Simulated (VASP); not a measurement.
# CsSnI3 (P4/mmm) in VASP: notebook, part 2 of 2

VASP 6.6.1. Earlier steps stand in the parts before.

## (3) Single point, PBE (uniaxial z strain -3.0%)

INCAR reads:

```
SYSTEM = CsSnI3
ALGO = Normal
EDIFF = 1E-7
ENCUT = 520
GGA = PE
ISIF = 2
ISMEAR = -1
LASPH = .TRUE.
LCHARG = .FALSE.
LREAL = .FALSE.
LWAVE = .FALSE.
NBANDS = 30
NELM = 60
PREC = Accurate
SIGMA = 0.02
```

KPOINTS reads:

```
k-points
0
G
  4 4 4
  0 0 0
```

POSCAR reads:

```
CsSnI3
1.0
    6.2414907048      0.0000000000      0.0000000000
    0.0000000000      6.2414907048      0.0000000000
    0.0000000000      0.0000000000      6.0542459837
Cs Sn I
1 1 3
Direct
    0.0000000000      0.0000000000      0.0000000000
    0.5000000000      0.5000000000      0.5000000000
    0.5000000000      0.5000000000      0.0000000000
    0.5000000000      0.0000000000      0.5000000000
    0.0000000000      0.5000000000      0.5000000000
```

Potentials or basis: VASP PAW PBE potentials, release 64 (Cs_sv, Sn_d, I).

On the command line:

```console
$ cat potpaw_PBE.64/Cs_sv/POTCAR potpaw_PBE.64/Sn_d/POTCAR potpaw_PBE.64/I/POTCAR > POTCAR
$ mpirun -np 1 vasp_std > vasp.out
```

Run time: 2.8 min. Hardware: 1 thread of Oxide Virtual Turin-like, shared host; peak memory 0.36 GiB.

It converged, with:

| Property | Result |
| --- | --- |
| Free energy | -13.9089 eV |
| Pressure | 1.1 GPa |
| Band gap on the k mesh | 0.16 eV, direct |

Stress tensor (GPa, compression positive):
```
0.68 0.00 0.00
0.00 0.68 0.00
0.00 0.00 1.97
```

Levels at points of the mesh, in eV from the valence-band top:
| k point | band 18 | band 19 | band 20 | band 21 | band 22 | band 23 | band 24 | band 25 | band 26 | band 27 |
| --- | --- | --- | --- | --- | --- | --- | --- | --- | --- | --- |
| (0.00, 0.00, 0.00) | -2.47 | -2.44 | -2.31 | -2.29 | -2.29 | 2.08 | 2.94 | 3.01 | 3.25 | 3.34 |
| (0.50, 0.00, 0.00) | -2.67 | -2.63 | -2.43 | -2.41 | -1.72 | 0.99 | 3.60 | 3.82 | 4.09 | 4.09 |
| (0.50, 0.50, 0.00) | -2.75 | -2.75 | -2.64 | -1.91 | -0.96 | 0.70 | 0.70 | 4.09 | 4.27 | 4.32 |
| (0.00, 0.00, 0.50) | -2.77 | -2.64 | -2.44 | -2.44 | -1.48 | 1.05 | 3.74 | 3.83 | 4.06 | 4.07 |
| (0.50, 0.00, 0.50) | -2.81 | -2.78 | -2.64 | -1.85 | -0.74 | 0.59 | 0.77 | 3.74 | 4.10 | 4.26 |
| (0.50, 0.50, 0.50) | -2.63 | -1.89 | -1.83 | -1.83 | 0.00 | 0.16 | 0.16 | 0.37 | 2.88 | 3.81 |

Caveat: the cell differs from its parent crystal (uniaxial z strain -3.0%); spin-orbit coupling is left out, which moves the levels of the heavy elements.

## (4) Single point, PBE (uniaxial z strain -2.0%)

INCAR reads:

```
ALGO = Normal
EDIFF = 1E-7
ENCUT = 520
GGA = PE
ISIF = 2
ISMEAR = -1
LASPH = T
LCHARG = T
LELF = T
LREAL = F
LVHAR = T
LWAVE = F
NBANDS = 30
NELM = 60
PREC = Accurate
SIGMA = 0.02
```

KPOINTS reads:

```
k-points
0
Gamma
  4 4 4
```

Edit POSCAR of step 3 so:

```diff
@@ -4,3 +4,3 @@
     0.0000000000      6.2414907048      0.0000000000
-    0.0000000000      0.0000000000      6.0542459837
+    0.0000000000      0.0000000000      6.1166608907
 Cs Sn I
```

Potentials or basis: VASP PAW PBE potentials, release 64 (Cs_sv, Sn_d, I).

On the command line:

```console
$ cat potpaw_PBE.64/Cs_sv/POTCAR potpaw_PBE.64/Sn_d/POTCAR potpaw_PBE.64/I/POTCAR > POTCAR
$ mpirun -np 1 vasp_std > vasp.out
```

OUTCAR:

```text
EDIFF = 1E-7
   ENCUT = 520
   GGA = PE
   ISIF = 2
   ISMEAR = -1
   LASPH = T
   LREAL = F
   NELM = 60
   PREC = Accurate

 ion  position               nearest neighbor table
   1  0.000  0.000  0.000-
   2  0.500  0.500  0.500-   3 3.06   3 3.06   5 3.12   4 3.12   4 3.12   5 3.12
   3  0.500  0.500  0.000-   2 3.06   2 3.06
   4  0.500  0.000  0.500-   2 3.12   2 3.12
   5  0.000  0.500  0.500-   2 3.12   2 3.12

  LATTYP: Found a simple tetragonal cell.
[... 786 lines left out ...]
  Direction    XX          YY          ZZ          XY          YZ          ZX
  --------------------------------------------------------------------------------------
  -------------------------------------------------------------------------------------
  Total        0.9101431      0.9101431      2.1104611      0.0000000      0.0000000      0.0000000
  in kB        6.1196872      6.1196872     14.1904730      0.0000000      0.0000000      0.0000000
  external PRESSURE =       8.8099491 kB  Pullay stress =       0.0000000 kB

 VOLUME and BASIS-vectors are now :
 -----------------------------------------------------------------------------
  energy-cutoff  :      520.00
  volume of cell :      238.28
      direct lattice vectors                 reciprocal lattice vectors
     6.241490705  0.000000000  0.000000000     0.160218135  0.000000000  0.000000000
     0.000000000  6.241490705  0.000000000     0.000000000  0.160218135  0.000000000
     0.000000000  0.000000000  6.116660891     0.000000000  0.000000000  0.163487893

 POSITION                                       TOTAL-FORCE (eV/Angst)
 -----------------------------------------------------------------------------------
      0.00000      0.00000      0.00000         0.000000      0.000000      0.000000
      3.12075      3.12075      3.05833         0.000000      0.000000      0.000000
      3.12075      3.12075      0.00000         0.000000      0.000000      0.000000
      3.12075      0.00000      3.05833         0.000000      0.000000      0.000000
      0.00000      3.12075      3.05833         0.000000      0.000000      0.000000
 -----------------------------------------------------------------------------------
    total drift:                                0.000000     -0.000000     -0.000000

  FREE ENERGIE OF THE ION-ELECTRON SYSTEM (eV)
  ---------------------------------------------------
  free  energy   TOTEN  =       -13.9347240491 eV

  energy  without entropy=      -13.9346909311  energy(sigma->0) =      -13.93470749
```

OSZICAR:

```text
N       E                     dE             d eps       ncg     rms          rms(c)
DAV:   1     0.341506742185E+03    0.34151E+03   -0.18161E+04  1080   0.133E+03
DAV:   2     0.296387204554E+02   -0.31187E+03   -0.29825E+03  1224   0.276E+02
DAV:   3    -0.124894205002E+02   -0.42128E+02   -0.41760E+02  1306   0.114E+02
DAV:   4    -0.141506908787E+02   -0.16613E+01   -0.16567E+01  1402   0.257E+01
DAV:   5    -0.142046038339E+02   -0.53913E-01   -0.53898E-01  1602   0.451E+00    0.426E+00
DAV:   6    -0.139529328186E+02    0.25167E+00   -0.37770E-01  1390   0.320E+00    0.279E+00
DAV:   7    -0.139308005394E+02    0.22132E-01   -0.30195E-01  1434   0.217E+00    0.103E+00
DAV:   8    -0.139346952978E+02   -0.38948E-02   -0.45116E-02  1318   0.138E+00    0.305E-01
DAV:   9    -0.139345207427E+02    0.17456E-03   -0.45984E-03  1408   0.508E-01    0.122E-01
DAV:  10    -0.139346746139E+02   -0.15387E-03   -0.70353E-04  1298   0.154E-01    0.387E-02
DAV:  11    -0.139347319304E+02   -0.57317E-04   -0.32207E-04  1462   0.116E-01    0.455E-02
DAV:  12    -0.139347294065E+02    0.25240E-05   -0.24233E-05  1372   0.230E-02    0.322E-02
DAV:  13    -0.139347256610E+02    0.37455E-05   -0.43668E-06  1440   0.137E-02    0.126E-02
DAV:  14    -0.139347240133E+02    0.16477E-05   -0.56320E-06  1478   0.157E-02    0.763E-04
DAV:  15    -0.139347240491E+02   -0.35787E-07   -0.48065E-07  1252   0.270E-03
   1 F= -.13934724E+02 E0= -.13934707E+02  d E =-.331180E-04
```

stdout:

```text
POSCAR found type information on POSCAR CsSnI
 POSCAR found :  3 types and       5 ions
 scaLAPACK will be used
 LDA part: xc-table for (Slater+PW92), standard interpolation
 POSCAR, INCAR and KPOINTS ok, starting setup
 FFT: planning ... GRIDC
 FFT: planning ... GRID_SOFT
 FFT: planning ... GRID
 WAVECAR not read
 entering main loop
```

Wall time 2.9 min (1 thread of Oxide Virtual Turin-like, shared host); peak memory 0.36 GiB.

What came out:

```yaml
Free_energy: -13.9347 eV
Pressure: 0.9 GPa
Band_gap_on_the_k_mesh: 0.24 eV, direct
```

Caveat: the cell differs from its parent crystal (uniaxial z strain -2.0%); spin-orbit coupling is left out, which moves the levels of the heavy elements. A k mesh can miss the band edges.

## (5) Summary

```tsv
cell	gap on the mesh (eV)	pressure (GPa)
a = 6.241, b = 6.241, c = 5.992 Å, 5 atoms	0.07	1.3
a = 6.241, b = 6.241, c = 6.054 Å, 5 atoms	0.16	1.1
a = 6.241, b = 6.241, c = 6.117 Å, 5 atoms	0.24	0.9
```

Alike in all rows: task single point; level PBE; potentials or basis VASP PAW PBE potentials, release 64 (Cs_sv, Sn_d, I); no spin polarisation; k mesh 4 × 4 × 4; cutoff (eV) 520; smearing fermi-dirac 0.02 eV.

Caveats: spin-orbit coupling is left out, which moves the levels of the heavy elements.

Total energies depend on the potentials used, so only differences within one code and one set of settings carry meaning.
